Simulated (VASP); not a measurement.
# InSb (F-43m) in VASP: notebook

InSb is run at these levels: PBE; tasks: electric field gradients.

All numbers are computed with VASP 6.6.1; they aren't measurements. Logs are shortened: lines on timing, memory, paths and dates and some standing lists are left out, and cuts for length are marked.

## 1. The cell of the first run

It takes space group F-43m (No. 216, cubic). The conventional cell has a = 6.500 Å, b = 6.500 Å, c = 6.500 Å, α = 90.00°, β = 90.00°, γ = 90.00°. In (site symmetry -43m) has 4 Sb at 2.81 Å within 3.7 Å. Within 3.7 Å of Sb (site symmetry -43m) lie 4 In at 2.81 Å.

## 2. Electric field gradients, PBE (34.32 Å³/atom)

Contents of INCAR:

```
ALGO = Normal ; EDIFF = 1E-8
ENCUT = 520 ; GGA = PE
ISIF = 2 ; ISMEAR = -1
LASPH = True ; LCHARG = False
LEFG = True ; LREAL = False
LWAVE = False ; NBANDS = 16
NELM = 100 ; PREC = Accurate
SIGMA = 0.03
```

Contents of KPOINTS:

```
k-points
0
Gamma
  10 10 10
```

Contents of POSCAR:

```
InSb
1.0
    0.0000000000      3.2498612086      3.2498612086
    3.2498612086      0.0000000000      3.2498612086
    3.2498612086      3.2498612086      0.0000000000
In Sb
1 1
Direct
    0.0000000000      0.0000000000      0.0000000000
    0.7500000000      0.7500000000      0.7500000000
```

Potentials or basis: VASP PAW PBE potentials, release 64 (In_d, Sb).

Command:

```
> cat potpaw_PBE.64/In_d/POTCAR potpaw_PBE.64/Sb/POTCAR > POTCAR
> mpirun -np 1 vasp_std > vasp.out
```

OUTCAR:

```text
EDIFF = 1E-8
   ENCUT = 520
   GGA = PE
   ISIF = 2
   ISMEAR = -1
   LASPH = True
   LREAL = False
   NELM = 100
   PREC = Accurate

 ion  position               nearest neighbor table
   1  0.000  0.000  0.000-   2 2.81   2 2.81   2 2.81   2 2.81
   2  0.750  0.750  0.750-   1 2.81   1 2.81   1 2.81   1 2.81

  LATTYP: Found a face centered cubic cell.
 ALAT       =     6.4997224172

  Lattice vectors:

 A1 = (   0.0000000000,   3.2498612086,   3.2498612086)
 A2 = (   3.2498612086,   0.0000000000,   3.2498612086)
 A3 = (   3.2498612086,   3.2498612086,   0.0000000000)

Analysis of symmetry for initial positions (statically):
=====================================================================
 Subroutine PRICEL returns:
 Original cell was already a primitive cell.

 Routine SETGRP: Setting up the symmetry group for a
 face centered cubic supercell.

 Subroutine GETGRP returns: Found 24 space group operations
 (whereof 24 operations were pure point group operations)
 out of a pool of 48 trial point group operations.

The static configuration has the point symmetry T_d .

Analysis of symmetry for dynamics (positions and initial velocities):
=====================================================================
 Subroutine PRICEL returns:
 Original cell was already a primitive cell.

 Routine SETGRP: Setting up the symmetry group for a
 face centered cubic supercell.

 Subroutine GETGRP returns: Found 24 space group operations
 (whereof 24 operations were pure point group operations)
 out of a pool of 48 trial point group operations.

The dynamic configuration has the point symmetry T_d .

 Subroutine INISYM returns: Found 24 space group operations
 (whereof 24 operations are pure point group operations),
 and found     1 'primitive' translations

----------------------------------------------------------------------------------------

                                     Primitive cell

  volume of cell :      68.6475

  direct lattice vectors                    reciprocal lattice vectors
     0.000000000  3.249861209  3.249861209    -0.153852724  0.153852724  0.153852724
     3.249861209  0.000000000  3.249861209     0.153852724 -0.153852724  0.153852724
     3.249861209  3.249861209  0.000000000     0.153852724  0.153852724 -0.153852724

  length of vectors
     4.595997797  4.595997797  4.595997797     0.266480735  0.266480735  0.266480735

  position of ions in fractional coordinates (direct lattice)
     0.000000000  0.000000000  0.000000000
     0.750000000  0.750000000  0.750000000

  ion indices of the primitive-cell ions
   primitive index   ion index
                 1           1
                 2           2

----------------------------------------------------------------------------------------

 KPOINTS: k-points

Automatic generation of k-mesh.
 Grid dimensions read from file:
 generate k-points for:   10   10   10

 Generating k-lattice:

  Cartesian coordinates                     Fractional coordinates (reciprocal lattice)
    -0.015385272  0.015385272  0.015385272     0.100000000  0.000000000  0.000000000
     0.015385272 -0.015385272  0.015385272     0.000000000  0.100000000  0.000000000
     0.015385272  0.015385272 -0.015385272     0.000000000  0.000000000  0.100000000

  Length of vectors
     0.026648074  0.026648074  0.026648074

  Shift w.r.t. Gamma in fractional coordinates (k-lattice)
     0.000000000  0.000000000  0.000000000

 Subroutine IBZKPT returns following result:
 ===========================================

 Found     47 irreducible k-points:

 Following reciprocal coordinates:
            Coordinates               Weight
  0.000000  0.000000  0.000000      1.000000
  0.100000  0.000000  0.000000      8.000000
  0.200000  0.000000  0.000000      8.000000
  0.300000  0.000000  0.000000      8.000000
  0.400000  0.000000  0.000000      8.000000
  0.500000  0.000000  0.000000      4.000000
[... 16 lines left out ...]
  0.300000  0.300000  0.000000      6.000000
  0.400000  0.300000  0.000000     24.000000
 [... further k-points ...]
   k-points           NKPTS =     47   k-points in BZ     NKDIM =     47   number of bands    NBANDS=     16
   number of dos      NEDOS =    301   number of ions     NIONS =      2
   total plane-waves  NPLWV =  46656
   dimension x,y,z NGX =    36 NGY =   36 NGZ =   36
   dimension x,y,z NGXF=    72 NGYF=   72 NGZF=   72
   ions per type =               1   1
   NGX,Y,Z   is equivalent  to a cutoff of  13.02, 13.02, 13.02 a.u.
   NGXF,Y,Z  is equivalent  to a cutoff of  26.04, 26.04, 26.04 a.u.
 SYSTEM =  unknown system
   PREC   = accura    normal or accurate (medium, high low for compatibility)
   ISTART =      0    job   : 0-new  1-cont  2-samecut
   ICHARG =      2    charge: 1-file 2-atom 10-const
   ISPIN  =      1    spin polarized calculation?
   LNONCOLLINEAR =      F non collinear calculations
   LSORBIT =      F    spin-orbit coupling
   LASPH  =      T    aspherical Exc in radial PAW
   ENCUT  =  520.0 eV  38.22 Ry    6.18 a.u.   8.55  8.55  8.55*2*pi/ulx,y,z
   NELM   =    100;   NELMIN=  2; NELMDL= -5     # of ELM steps
   EDIFF  = 0.1E-07   stopping-criterion for ELM
   LREAL  =      F    real-space projection
   EDIFFG = 0.1E-06   stopping-criterion for IOM
   NSW    =      0    number of steps for IOM
   IBRION =     -1    ionic relax: 0-MD 1-quasi-New 2-CG
   NFREE  =      0    steps in history (QN), initial steepest desc. (CG)
   ISIF   =      2    stress and relaxation
   ISYM   =      2    0-nonsym 1-usesym 2-fastsym
   POTIM  = 0.5000    time-step for ionic-motion
   TEBEG  =    0.0;   TEEND  =   0.0 temperature during run
   PSTRESS=    0.0 pullay stress
   NELECT =      18.0000    total number of electrons
   NUPDOWN=      -1.0000    fix difference up-down
   EMIN   =  10.00;   EMAX   =-10.00  energy-range for DOS
   EFERMI =   0.00;   METHOD = LEGACY
   ISMEAR =    -1;   SIGMA  =   0.03  broadening in eV -4-tet -1-fermi 0-gaus
   EFERMI_NEDOS =   21; number of points for ismear=-14 and -15
   IALGO  =     38    algorithm
   IMIX   =      4    mixing-type and parameters
     AMIX     =   0.40;   BMIX     =  1.00
     AMIX_MAG =   1.60;   BMIX_MAG =  1.00
  volume/ion in A,a.u.               =      34.32       231.63
  Fermi-wavevector in a.u.,A,eV,Ry     =   1.047830  1.980112 14.938487  1.097948
  Thomas-Fermi vector in A             =   2.182727
   LORBIT       =      0    0 simple, 1 ext, 2 COOP (PROOUT), +10 PAW based schemes
   GGA     = PE    functional components
   LHFCALC =     F    Hartree Fock is set to
   AEXX    =    0.0000 exact exchange contribution
   IVDW    =     0    specifies the selected vdW correction
   LEPSILON=     F    determine dielectric tensor
   LRPA    =     F    only Hartree local field effects (RPA)
 non-spin polarized calculation
  energy-cutoff  :      520.00
  volume of cell :       68.65
 maximum number of plane-waves:      1868
 NGX is ok and might be reduce to    36
   NGX = 17   NGY = 17   NGZ = 17

 number of electron      17.9999993 magnetization

 Free energy of the ion-electron system (eV)
  ---------------------------------------------------
  ext. energy  EPLUGINS =         0.00000000
  ---------------------------------------------------
  free energy    TOTEN  =        -6.91813599 eV

  energy without entropy =       -6.91798769  energy(sigma->0) =       -6.91806184

 E-fermi :   5.0297     XC(G=0):  -8.6447

 val. band max:        5.0044840674   @ k =   0.0000   0.0000   0.0000
 cond. band min:       5.5258614677   @ k =   0.5000   0.0000   0.0000
 fundamental gap:      0.5213774003
 Fermi energy:         5.0297056215

 k-point     1 :       0.0000    0.0000    0.0000
  band No.  band energies     occupation
      1      -9.5808      2.00000
      2      -9.5808      2.00000
      3      -9.5808      2.00000
      4      -9.4983      2.00000
      5      -9.4983      2.00000
      6      -5.6526      2.00000
[... 8 lines left out ...]
     15      13.2652      0.00000
     16      13.2652      0.00000
[... 419 lines left out ...]
 k-point    24 :       0.4000    0.3000    0.0000
  band No.  band energies     occupation
      1      -9.6419      2.00000
      2      -9.5489      2.00000
      3      -9.5480      2.00000
      4      -9.5113      2.00000
      5      -9.4918      2.00000
      6      -4.3073      2.00000
[... 8 lines left out ...]
     15      14.5932      0.00000
     16      15.0561      0.00000

 [... further k-points ...]

------------------------ aborting loop because EDIFF is reached ----------------------------------------

  FORCE on cell =-STRESS in cart. coord.  units (eV):
  Direction    XX          YY          ZZ          XY          YZ          ZX
  --------------------------------------------------------------------------------------
  -------------------------------------------------------------------------------------
  Total        1.1240311      1.1240311      1.1240311      0.0000000      0.0000000      0.0000000
  in kB       26.2339972     26.2339972     26.2339972      0.0000000      0.0000000      0.0000000
  external PRESSURE =      26.2339972 kB  Pullay stress =       0.0000000 kB

 VOLUME and BASIS-vectors are now :
 -----------------------------------------------------------------------------
  energy-cutoff  :      520.00
  volume of cell :       68.65
      direct lattice vectors                 reciprocal lattice vectors
     0.000000000  3.249861209  3.249861209    -0.153852724  0.153852724  0.153852724
     3.249861209  0.000000000  3.249861209     0.153852724 -0.153852724  0.153852724
     3.249861209  3.249861209  0.000000000     0.153852724  0.153852724 -0.153852724

 POSITION                                       TOTAL-FORCE (eV/Angst)
 -----------------------------------------------------------------------------------
      0.00000      0.00000      0.00000        -0.000000      0.000000      0.000000
      4.87479      4.87479      4.87479         0.000000     -0.000000     -0.000000
 -----------------------------------------------------------------------------------
    total drift:                                0.000000      0.000000      0.000000

  FREE ENERGIE OF THE ION-ELECTRON SYSTEM (eV)
  ---------------------------------------------------
  free  energy   TOTEN  =        -6.9181359932 eV

  energy  without entropy=       -6.9179876890  energy(sigma->0) =       -6.91806184

 Electric field gradients (V/A^2)
---------------------------------------------------------------------
 ion       V_xx      V_yy      V_zz      V_xy      V_xz      V_yz
---------------------------------------------------------------------
   1      -0.000     0.000    -0.000     0.002     0.002     0.002
   2      -0.000     0.000     0.000    -0.000    -0.000    -0.000
---------------------------------------------------------------------

 Electric field gradients after diagonalization (V/A^2)
 (convention: |V_zz| > |V_xx| > |V_yy|)
----------------------------------------------------------------------
 ion       V_xx      V_yy      V_zz     asymmetry (V_yy - V_xx)/ V_zz
----------------------------------------------------------------------
   1      -0.002    -0.002     0.003       0.000
   2       0.000     0.000    -0.000       0.000
----------------------------------------------------------------------

           NMR quadrupolar parameters

 Cq : quadrupolar parameter    Cq=e*Q*V_zz/h
 eta: asymmetry parameters     (V_yy - V_xx)/ V_zz
 Q  : nuclear electric quadrupole moment in mb (millibarn)
----------------------------------------------------------------------
 ion       Cq(MHz)       eta       Q (mb)
----------------------------------------------------------------------
   1       0.000       0.000       1.000
   2      -0.000       0.000       1.000
----------------------------------------------------------------------
```

Run time: 61 s. Hardware: 1 thread of Intel Xeon 8259CL, shared host; peak memory 0.23 GiB.

What came out:

* Free energy: -6.9181 eV
* Pressure: 2.6 GPa
* Band gap on the k mesh: zero (filled and empty bands touch)
* Largest electric field gradient by atom: zero within the noise of the run

Caveat: semilocal functionals underestimate gaps, so a narrow gap can read as zero; spin-orbit coupling is left out, which moves the levels of the heavy elements.

## 3. Electric field gradients, PBE (35.34 Å³/atom)

This run uses another cell than the first one, of 35.34 Å³/atom.

Contents of INCAR:

```
SYSTEM = InSb
PREC = Accurate
ENCUT = 520
EDIFF = 1E-8
ISMEAR = -1
SIGMA = 0.03
LREAL = .False.
LASPH = .True.
NELM = 80
ALGO = Normal
ISIF = 2
LWAVE = .False.
LCHARG = .False.
GGA = PE
LEFG = .True.
NBANDS = 16
```

Contents of KPOINTS:

```
Automatic mesh
0
Gamma
  10 10 10
  0 0 0
```

Contents of POSCAR:

```
InSb
1.0
    0.0000000000      3.2817246249      3.2817246249
    3.2817246249      0.0000000000      3.2817246249
    3.2817246249      3.2817246249      0.0000000000
In Sb
1 1
Direct
    0.0000000000      0.0000000000      0.0000000000
    0.7500000000      0.7500000000      0.7500000000
```

Potentials or basis: VASP PAW PBE potentials, release 64 (In_d, Sb).

Command:

```
> cat potpaw_PBE.64/In_d/POTCAR potpaw_PBE.64/Sb/POTCAR > POTCAR
> mpirun -np 1 vasp_std > vasp.out
```

OUTCAR:

```text
SYSTEM = InSb
   PREC = Accurate
   ENCUT = 520
   EDIFF = 1E-8
   ISMEAR = -1
   LREAL = .False.
   LASPH = .True.
   NELM = 80
   ISIF = 2
   GGA = PE

 ion  position               nearest neighbor table
   1  0.000  0.000  0.000-   2 2.84   2 2.84   2 2.84   2 2.84
   2  0.750  0.750  0.750-   1 2.84   1 2.84   1 2.84   1 2.84

  LATTYP: Found a face centered cubic cell.
 ALAT       =     6.5634492498

  Lattice vectors:

 A1 = (   0.0000000000,   3.2817246249,   3.2817246249)
 A2 = (   3.2817246249,   0.0000000000,   3.2817246249)
[... 667 lines left out ...]
  ---------------------------------------------------
  free  energy   TOTEN  =        -6.9430324068 eV

  energy  without entropy=       -6.9428780539  energy(sigma->0) =       -6.94295523

 Electric field gradients (V/A^2)
---------------------------------------------------------------------
 ion       V_xx      V_yy      V_zz      V_xy      V_xz      V_yz
---------------------------------------------------------------------
   1      -0.000    -0.000    -0.000     0.002     0.002     0.002
   2      -0.000    -0.000     0.000    -0.000    -0.000    -0.000
---------------------------------------------------------------------

 Electric field gradients after diagonalization (V/A^2)
 (convention: |V_zz| > |V_xx| > |V_yy|)
----------------------------------------------------------------------
 ion       V_xx      V_yy      V_zz     asymmetry (V_yy - V_xx)/ V_zz
----------------------------------------------------------------------
   1      -0.002    -0.002     0.004       0.000
   2       0.000     0.000    -0.000       0.000
----------------------------------------------------------------------

           NMR quadrupolar parameters

 Cq : quadrupolar parameter    Cq=e*Q*V_zz/h
 eta: asymmetry parameters     (V_yy - V_xx)/ V_zz
 Q  : nuclear electric quadrupole moment in mb (millibarn)
----------------------------------------------------------------------
 ion       Cq(MHz)       eta       Q (mb)
----------------------------------------------------------------------
   1       0.000       0.000       1.000
   2      -0.000       0.000       1.000
----------------------------------------------------------------------
```

Wall time 59 s (1 thread of Intel Xeon 8259CL, shared host); peak memory 0.23 GiB.

What came out:

| Quantity | Value |
| --- | --- |
| Free energy | -6.9430 eV |
| Pressure | 1.3 GPa |
| Band gap on the k mesh | zero (filled and empty bands touch) |
| Largest electric field gradient by atom | zero within the noise of the run |

Levels at points of the mesh, in eV from the Fermi level:
| k point | band 6 | band 7 | band 8 | band 9 | band 10 | band 11 | band 12 | band 13 |
| --- | --- | --- | --- | --- | --- | --- | --- | --- |
| (0.00, 0.00, 0.00) | -10.50 | -0.44 | -0.03 | -0.03 | -0.03 | 2.94 | 2.94 | 2.94 |
| (0.50, 0.00, 0.00) | -9.23 | -5.47 | -0.97 | -0.97 | 0.45 | 3.78 | 3.78 | 6.09 |
| (0.50, 0.50, 0.00) | -8.67 | -5.78 | -2.16 | -2.16 | 1.32 | 1.39 | 7.90 | 7.90 |

Caveat: semilocal functionals underestimate gaps, so a narrow gap can read as zero; spin-orbit coupling is left out, which moves the levels of the heavy elements.
